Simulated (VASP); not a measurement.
Al9O, 10 atoms in the cell. The cell holds a slab with vacuum, 10 atoms: a = 2.854 Å, b = 9.806 Å, c = 20.290 Å, α = 90.00°, β = 90.00°, γ = 98.37°. 

| Item | Value |
| --- | --- |
| Program | VASP 6.6.1 |
| Task | single point |
| Functional | PBE |
| Potentials or basis | VASP PAW PBE potentials, release 64 (Al, O) |
| Cutoff | 520 eV |
| k mesh | 9 × 3 × 1 |
| Occupations | gaussian, width 0.1 eV |
| Spin | no spin polarisation |
| Dipole correction | yes |
| Further INCAR settings | ALGO = Normal; EDIFF = 1e-06; NBANDS = 28; NELMDL = -8 |

Potentials or basis: VASP PAW PBE potentials, release 64 (Al, O).

Launch:

```console
$ cat potpaw_PBE.64/Al/POTCAR potpaw_PBE.64/O/POTCAR > POTCAR
$ mpirun -np 1 vasp_std > vasp.out
```

Hardware: 1 thread of Intel Xeon 8259CL (shared host).

Problem. Estimate the wall time of this run.

Solution. Wall time 15 min on 1 thread of Intel Xeon 8259CL, on a shared host, peak memory 0.69 GiB. Counts: scf iterations 29, k points 14.
